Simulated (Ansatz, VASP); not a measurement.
## One calculation of GaN, two programs

The input INCAR:

```
SYSTEM = GaN
PREC = Accurate
ENCUT = 520
EDIFF = 1E-7
ISMEAR = -1
SIGMA = 0.02
LREAL = .False.
LASPH = .True.
NELM = 60
ALGO = Normal
ISIF = 2
LWAVE = .False.
LCHARG = .False.
GGA = PE
NBANDS = 16
```

The input KPOINTS:

```
Automatic mesh
0
Gamma
  10 10 10
  0 0 0
```

The input POSCAR:

```
GaN
1.0
    2.6955547287      0.0000000000      0.0000000000
    0.0000000000      2.6955547287      0.0000000000
    0.0000000000      0.0000000000      2.6955547287
Ga N
1 1
Direct
    0.0000000000      0.0000000000      0.0000000000
    0.5000000000      0.5000000000      0.5000000000
```

Input for Ansatz:

```yaml
crystal:
  lattice:
    - [2.6955547287, 0.0, 0.0]
    - [0.0, 2.6955547287, 0.0]
    - [0.0, 0.0, 2.6955547287]
  atoms:
    - { symbol: Ga, position: [0.0, 0.0, 0.0] }
    - { symbol: "N", position: [0.5, 0.5, 0.5] }
kpoints:
  mp_grid: { grid: [10, 10, 10] }
  band_path:
    path:
      - [[0.0, 0.0, 0.0], [4.543932983586e-50, 0.5, 2.381612368333e-35], [0.5, 0.5, -1.905289894666e-34], [0.0, 0.0, 0.0], [0.5, 0.5, 0.5], [4.543932983586e-50, 0.5, 2.381612368333e-35]]
      - [[0.5, 0.5, 0.5], [0.5, 0.5, -1.905289894666e-34]]
    npoints: 10
hamiltonian:
  xc: pbe
scf:
  occupations: { method: fermi_dirac, width: 0.02 }
  n_extra_bands: 4
output:
  forces: true
  stress: true
  eigenvalues: true
```

Alike in both runs: task single point; functional PBE; k mesh 10 × 10 × 10; occupations fermi-dirac, width 0.02 eV; no spin polarisation.

|  | VASP | Ansatz |
| --- | --- | --- |
| version | VASP 6.6.1 | Ansatz 0.2.0 |
| potentials or method | VASP PAW PBE potentials, release 64 (Ga_d, N) | plane waves, PAW |
| plane-wave cutoff (eV) | 520 | 420 |
| valence electrons in the cell | 18 | 18 |

```csv
,VASP,Ansatz,Ansatz less VASP
pressure (GPa),9.1,8.5,-0.58
```

With one functional, cell and mesh, what is left measures potentials, basis and numerics.
